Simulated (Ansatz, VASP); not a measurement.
**BaF2 in VASP and in Ansatz**

```
Ba F
1.0
     0.00000    3.10005    3.10005
     3.10005    0.00000    3.10005
     3.10005    3.10005    0.00000
Ba F
1 2
Direct
  0.00000 0.00000 0.00000
  0.25000 0.25000 0.25000
  0.75000 0.75000 0.75000
```

Alike in both runs: task electric field gradients; functional PBE; k mesh 8 × 8 × 8; occupations fermi-dirac, width 0.03 eV; no spin polarisation.

|  | VASP | Ansatz |
| --- | --- | --- |
| version | VASP 6.6.1 | Ansatz 0.2.0 |
| potentials or method | VASP PAW PBE potentials, release 64 (Ba_sv, F), cutoff 520 eV | all-electron PAW with datasets made for the crystal, scalar-relativistic |

Ansatz gave:

* gap on the k mesh at the Fermi level (eV): 6.83
* pressure (GPa): 1.3

Estimate VASP's values.

gap on the k mesh at the Fermi level (eV): 6.76; pressure (GPa): 2.4.

Ansatz ran all-electron here, and VASP with PAW potentials.

Spin-orbit coupling is off throughout.
